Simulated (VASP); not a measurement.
Write the native input for VASP 6.6.1 that does the following.

| Quantity | Value |
| --- | --- |
| Task | relaxation of cell and atoms |
| Functional | PBE |
| Potentials or basis | VASP PAW PBE potentials, release 64 (Co, Si) |
| Cutoff | 600 eV |
| k mesh | 11 × 11 × 6 |
| Occupations | fermi-dirac, width 0.05 eV |
| Spin | no spin polarisation |
| Target pressure | -0.00054 GPa |
| Dipole correction | no |
| Further INCAR settings | ALGO = Normal; EDIFF = 1e-06; IBRION = 2; EDIFFG = -0.005; NSW = 60; ISIF = 3 |

The structure of CoSi (NiAs type) lies in POSCAR:

```
CoSi
1.0
    3.3548153425      0.0000000000      0.0000000000
   -1.6774076713      2.9053553116      0.0000000000
    0.0000000000      0.0000000000      5.1999637809
Co Si
2 2
Direct
    0.0000000000      0.0000000000      0.0000000000
    0.0000000000      0.0000000000      0.5000000000
    0.3333333333      0.6666666667      0.2500000000
    0.6666666667      0.3333333333      0.7500000000
```

These files were run (other wordings do the same):

INCAR

```
SYSTEM = CoSi
ALGO = Normal
EDIFF = 1E-6
EDIFFG = -0.005
ENCUT = 600
GGA = PE
IBRION = 2
ISIF = 3
ISMEAR = -1
LASPH = .True.
LCHARG = .False.
LREAL = .False.
LWAVE = .False.
NELM = 60
NSW = 60
PREC = Accurate
PSTRESS = -0.0054
SIGMA = 0.05
```

KPOINTS

```
k-points
0
Gamma
  11 11 6
  0 0 0
```

Potentials or basis: VASP PAW PBE potentials, release 64 (Co, Si).

Run with:

```bash
$ cat potpaw_PBE.64/Co/POTCAR potpaw_PBE.64/Si/POTCAR > POTCAR
$ mpirun -np 1 vasp_std > vasp.out
```

It gave:

The relaxed volume is 12.41 Å³/atom, the relaxed cell is a = 3.377 Å, b = 3.377 Å, c = 5.026 Å, α = 90.00°, β = 90.00°, γ = 120.00° and the space group after relaxing (to 0.1 Å) is P6_3/mmc (No. 194). The energy change on relaxing (the run minimises the enthalpy) is -10.0 meV/atom. The ionic steps are 9, the pressure after relaxing is 0.0 GPa and the band gap on the k mesh is zero (bands 13 and 14 overlap by 3.27 eV).

Caveat: the cell is relaxed towards a set pressure, so the run minimises the enthalpy, not the energy; the run has no spin polarisation, though such a crystal can be magnetic.

Wall time 11 min on 1 thread of AMD EPYC 7R13, on a shared host, peak memory 0.2 GiB.
